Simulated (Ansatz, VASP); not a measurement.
**GeSb4Te7: VASP beside Ansatz**

```
Ge Sb Te
1.0
     4.22918    0.00000    0.00000
    -2.11459    3.66258    0.00000
     0.00000    0.00000   23.08708
Ge Sb Te
1 4 7
Direct
  0.00000 0.00000 0.50000
  0.66667 0.33333 0.91549
  0.33333 0.66667 0.34363
  0.33333 0.66667 0.08451
  0.66667 0.33333 0.65637
  0.33333 0.66667 0.84157
  0.66667 0.33333 0.15843
  0.00000 0.00000 0.73010
  0.66667 0.33333 0.42896
  0.33333 0.66667 0.57104
  0.00000 0.00000 0.00000
  0.00000 0.00000 0.26990
```

Alike in both runs: functional LDA; k mesh 10 × 10 × 2; occupations gaussian, width 0.03 eV; no spin polarisation.

Ansatz relaxed the structure, and its values are those at the end. VASP's run is a single point on that final structure, the one shown.

```csv
,VASP,Ansatz
version,VASP 6.6.1,Ansatz 0.2.0
potentials or method,"VASP PAW LDA potentials, release 64 (Ge_d, Sb, Te)","scalar-relativistic, plane waves, PAW"
plane-wave cutoff (eV),500,420
valence electrons in the cell,76,186
```

Ansatz gave:

- pressure (GPa): 0.0
- rms of the force components (eV/Å): 0.000

Problem. Estimate VASP's values.

Solution. Pressure (GPa): 0.0; rms of the force components (eV/Å): 0.019.

LDA's correlation is that of Perdew and Zunger in VASP and of Perdew and Wang (1992) in Ansatz. VASP's potentials hold 76 valence electrons a cell and Ansatz's 186, so a difference there can come from the potentials and not from the codes.

Neither program's run includes spin-orbit coupling.
